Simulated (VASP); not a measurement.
# Cu (I4/mmm) in VASP: notebook, part 2 of 2

VASP 6.6.1. The steps go on from the part before.

### Step 5. Single point, PBE (strain +0.0200 x Voigt [1, 0, 0, 0, 0, 0])

The input, INCAR:

```
ALGO = Normal
EDIFF = 1E-6
ENCUT = 520
GGA = PE
ISIF = 2
ISMEAR = 0
LASPH = True
LCHARG = True
LELF = True
LREAL = False
LVHAR = True
LWAVE = False
NBANDS = 12
NELM = 100
PREC = Accurate
SIGMA = 0.15
```

The input, KPOINTS:

```
k-points
0
Gamma
  22 22 22
```

The input, POSCAR:

```
Cu
1.0
    0.0000000000      1.8075000000      1.8075000000
    1.8436500000      0.0000000000      1.8075000000
    1.8436500000      1.8075000000      0.0000000000
Cu
1
Direct
    0.0000000000      0.0000000000      0.0000000000
```

Potentials or basis: VASP PAW PBE potentials, release 64 (Cu).

The run is started by

```bash
> cat potpaw_PBE.64/Cu/POTCAR > POTCAR
> mpirun -np 1 vasp_std > vasp.out
```

OUTCAR:

```text
EDIFF = 1E-6
   ENCUT = 520
   GGA = PE
   ISIF = 2
   ISMEAR = 0
   LASPH = True
   LREAL = False
   NELM = 100
   PREC = Accurate

 ion  position               nearest neighbor table
   1  0.000  0.000  0.000-

  LATTYP: Found a body centered tetragonal cell.
 ALAT       =     2.5561910140
 C/A-ratio  =     1.4424978336

  Lattice vectors:

 A1 = (   1.8436500000,   0.0000000000,   1.8075000000)
 A2 = (   1.8436500000,   0.0000000000,  -1.8075000000)
 A3 = (  -1.8436500000,   1.8075000000,   0.0000000000)

Analysis of symmetry for initial positions (statically):
=====================================================================
 Subroutine PRICEL returns:
 Original cell was already a primitive cell.

 Routine SETGRP: Setting up the symmetry group for a
 body centered tetragonal supercell.

 Subroutine GETGRP returns: Found 16 space group operations
 (whereof 16 operations were pure point group operations)
 out of a pool of 16 trial point group operations.

The static configuration has the point symmetry D_4h.

Analysis of symmetry for dynamics (positions and initial velocities):
=====================================================================
 Subroutine PRICEL returns:
 Original cell was already a primitive cell.

 Routine SETGRP: Setting up the symmetry group for a
 body centered tetragonal supercell.

 Subroutine GETGRP returns: Found 16 space group operations
 (whereof 16 operations were pure point group operations)
 out of a pool of 16 trial point group operations.

The dynamic configuration has the point symmetry D_4h.

 Subroutine INISYM returns: Found 16 space group operations
 (whereof 16 operations are pure point group operations),
 and found     1 'primitive' translations

----------------------------------------------------------------------------------------

                                     Primitive cell
[... 114 lines left out ...]
   GGA     = PE    functional components
   LHFCALC =     F    Hartree Fock is set to
   AEXX    =    0.0000 exact exchange contribution
   IVDW    =     0    specifies the selected vdW correction
   LEPSILON=     F    determine dielectric tensor
   LRPA    =     F    only Hartree local field effects (RPA)
 non-spin polarized calculation
 Gauss-broadening in eV      SIGMA  =   0.15
  energy-cutoff  :      520.00
  volume of cell :       12.05
 maximum number of plane-waves:       342
   NGX =  9   NGY =  9   NGZ =  9

 number of electron      10.9999996 magnetization

 Free energy of the ion-electron system (eV)
  ---------------------------------------------------
  ext. energy  EPLUGINS =         0.00000000
  ---------------------------------------------------
  free energy    TOTEN  =        -3.72988997 eV

  energy without entropy =       -3.72714012  energy(sigma->0) =       -3.72851505

 E-fermi :   7.3393     XC(G=0): -12.6112

 val. band max:        7.3283213102   @ k =   0.5000   0.2273   0.0909
 cond. band min:       7.3410638919   @ k =  -0.2273   0.2727   0.1818
 fundamental gap:      0.0127425817
 Fermi energy:         7.3392786743

 k-point     1 :       0.0000    0.0000    0.0000
  band No.  band energies     occupation
      1      -1.8588      2.00000
      2       4.3135      2.00000
      3       4.4080      2.00000
      4       4.4080      2.00000
      5       5.1248      2.00000
      6       5.2187      2.00000
      7      29.7853      0.00000
      8      32.2319      0.00000
      9      32.2937      0.00000
     10      32.2937      0.00000
     11      34.7351      0.00000
     12      34.7356      0.00000
[... 331 lines left out ...]
 k-point    24 :      -0.4545    0.0455    0.0000
  band No.  band energies     occupation
      1       2.3984      2.00000
      2       4.3075      2.00000
      3       4.3865      2.00000
      4       5.4245      2.00000
      5       5.7051      2.00000
      6       6.5775      2.00000
      7      11.2912      0.00000
      8      27.5725      0.00000
      9      28.2542      0.00000
     10      29.0714      0.00000
     11      32.3324      0.00000
     12      33.4579      0.00000

 [... further k-points ...]

------------------------ aborting loop because EDIFF is reached ----------------------------------------

  FORCE on cell =-STRESS in cart. coord.  units (eV):
  Direction    XX          YY          ZZ          XY          YZ          ZX
  --------------------------------------------------------------------------------------
  -------------------------------------------------------------------------------------
  Total       -0.0945612     -0.0058264     -0.0058264      0.0000000      0.0000000      0.0000000
  in kB      -12.5764665     -0.7749023     -0.7749023      0.0000000      0.0000000      0.0000000
  external PRESSURE =      -4.7087570 kB  Pullay stress =       0.0000000 kB

 VOLUME and BASIS-vectors are now :
 -----------------------------------------------------------------------------
  energy-cutoff  :      520.00
  volume of cell :       12.05
      direct lattice vectors                 reciprocal lattice vectors
     0.000000000  1.807500000  1.807500000    -0.271201150  0.276625173  0.276625173
     1.843650000  0.000000000  1.807500000     0.271201150 -0.276625173  0.276625173
     1.843650000  1.807500000  0.000000000     0.271201150  0.276625173 -0.276625173

 POSITION                                       TOTAL-FORCE (eV/Angst)
 -----------------------------------------------------------------------------------
      0.00000      0.00000      0.00000         0.000000      0.000000      0.000000
 -----------------------------------------------------------------------------------
    total drift:                                0.000000      0.000000      0.000000

  FREE ENERGIE OF THE ION-ELECTRON SYSTEM (eV)
  ---------------------------------------------------
  free  energy   TOTEN  =        -3.7298899718 eV

  energy  without entropy=       -3.7271401233  energy(sigma->0) =       -3.72851505
```

OSZICAR:

```text
N       E                     dE             d eps       ncg     rms          rms(c)
DAV:   1     0.432442345717E+02    0.43244E+02   -0.54262E+03 22052   0.153E+03
DAV:   2    -0.326738953450E+01   -0.46512E+02   -0.43032E+02 20560   0.203E+02
DAV:   3    -0.461533465609E+01   -0.13479E+01   -0.13364E+01 23536   0.401E+01
DAV:   4    -0.462387335488E+01   -0.85387E-02   -0.85374E-02 22584   0.282E+00
DAV:   5    -0.462395456566E+01   -0.81211E-04   -0.81211E-04 23712   0.281E-01    0.765E+00
DAV:   6    -0.412630687629E+01    0.49765E+00   -0.14767E+01 23824   0.724E+01    0.404E+00
DAV:   7    -0.374171041849E+01    0.38460E+00   -0.23738E+00 23820   0.290E+01    0.557E-01
DAV:   8    -0.373164111728E+01    0.10069E-01   -0.48186E-03 23376   0.111E+00    0.317E-01
DAV:   9    -0.372989065806E+01    0.17505E-02   -0.10980E-02 24744   0.182E+00    0.312E-02
DAV:  10    -0.372989084537E+01   -0.18731E-06   -0.46501E-05 29916   0.114E-01    0.814E-03
DAV:  11    -0.372988997180E+01    0.87357E-06   -0.69037E-07 17496   0.149E-02
   1 F= -.37298900E+01 E0= -.37285150E+01  d E =-.274985E-02
```

It took 43 s on 1 thread of Intel Xeon 6975P-C (Granite Rapids), shared host; peak memory 0.22 GiB.

Results:

| Property | Result |
| --- | --- |
| Free energy | -3.7299 eV |
| Pressure | -0.5 GPa |
| Band gap on the k mesh | zero (an odd number of electrons rules out a gap without spin polarisation) |

Caveat: the cell differs from its parent crystal (strain +0.0200 x Voigt [1, 0, 0, 0, 0, 0]).

### Step 6. Summary

```csv
cell,gap on the mesh (eV),pressure (GPa)
"a = 2.556, b = 2.531, c = 2.531 Å, angles 60.7, 59.7, 59.7°, 1 atom",none,5.5
"a = 2.556, b = 2.543, c = 2.543 Å, angles 60.3, 59.8, 59.8°, 1 atom",none,3.7
"a = 2.556, b = 2.569, c = 2.569 Å, angles 59.7, 60.2, 60.2°, 1 atom",none,0.9
"a = 2.556, b = 2.582, c = 2.582 Å, angles 59.3, 60.3, 60.3°, 1 atom",none,-0.5
```

Alike in all rows: task single point; level PBE; potentials or basis VASP PAW PBE potentials, release 64 (Cu); no spin polarisation; k mesh 22 × 22 × 22; cutoff (eV) 520; smearing gaussian 0.15 eV.

Caveats: the cell stands under pressure (at least some runs).

Total energies depend on the potentials used, so only differences within one code and one set of settings carry meaning.
